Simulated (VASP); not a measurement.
Here is a VASP 6.6.1 calculation.

File POSCAR:

```
InP
1.0
    0.0000000000      2.9791929059      2.9791929059
    2.9791929059      0.0000000000      2.9791929059
    2.9791929059      2.9791929059      0.0000000000
In P
1 1
Direct
    0.0000000000      0.0000000000      0.0000000000
    0.2500000000      0.2500000000      0.2500000000
```

File INCAR.step1:

```
SYSTEM = InP
PREC     = Accurate       ! precision mode
ENCUT    = 600            ! plane-wave cutoff, eV
ISMEAR   = -1             ! smearing method
SIGMA    = 0.02           ! smearing width, eV
LREAL    = .False.        ! projectors in reciprocal space
LASPH    = .True.         ! aspherical terms in the spheres
NELM     = 100            ! most SCF steps
GGA      = PE             ! functional
ALGO     = Normal         ! electronic algorithm
EDIFF    = 1E-4           ! SCF threshold, eV
LWAVE    = .True.         ! write WAVECAR
LCHARG   = .False.        ! write CHGCAR
```

The input INCAR.step2:

```
SYSTEM = InP
PREC     = Accurate       ! precision mode
ENCUT    = 600            ! plane-wave cutoff, eV
EDIFF    = 1E-6           ! SCF threshold, eV
ISMEAR   = -1             ! smearing method
SIGMA    = 0.02           ! smearing width, eV
LREAL    = .False.        ! projectors in reciprocal space
LASPH    = .True.         ! aspherical terms in the spheres
NELM     = 100            ! most SCF steps
ALGO     = Normal         ! electronic algorithm
ISIF     = 3              ! what is computed and relaxed
LWAVE    = .False.        ! write WAVECAR
LCHARG   = .False.        ! write CHGCAR
METAGGA  = R2SCAN         ! meta-GGA
LMIXTAU  = .True.       
IBRION   = 2              ! ionic algorithm
NSW      = 80             ! ionic steps
EDIFFG   = -0.005         ! ionic threshold
ISTART   = 1
```

KPOINTS

```
regular mesh
0
Gamma
  6 6 6
  0 0 0
```

Potentials or basis: VASP PAW PBE potentials, release 64 (In_d, P).

Command:

```sh
$ cat potpaw_PBE.64/In_d/POTCAR potpaw_PBE.64/P/POTCAR > POTCAR
$ cp INCAR.step1 INCAR
$ mpirun -np 1 vasp_std > vasp.out
$ cp INCAR.step2 INCAR
$ mpirun -np 1 vasp_std > vasp.out
```

Task: Estimate the space group after relaxing (to 0.05 Å).

Result: F-43m (No. 216).

Task: Predict the band gap on the k mesh.

Result: 1.04 eV, direct.

Final structure:
```xyz
2
Lattice="0.0000 2.9524 2.9524 2.9524 0.0000 2.9524 2.9524 2.9524 0.0000" Properties=species:S:1:pos:R:3 pbc="T T T"
In    0.0000    0.0000    0.0000
P     1.4762    1.4762    1.4762
```

Caveat: spin-orbit coupling is left out, which moves the levels of the heavy elements. r2SCAN opens gaps a little over a GGA but as a rule still falls short of measured ones.
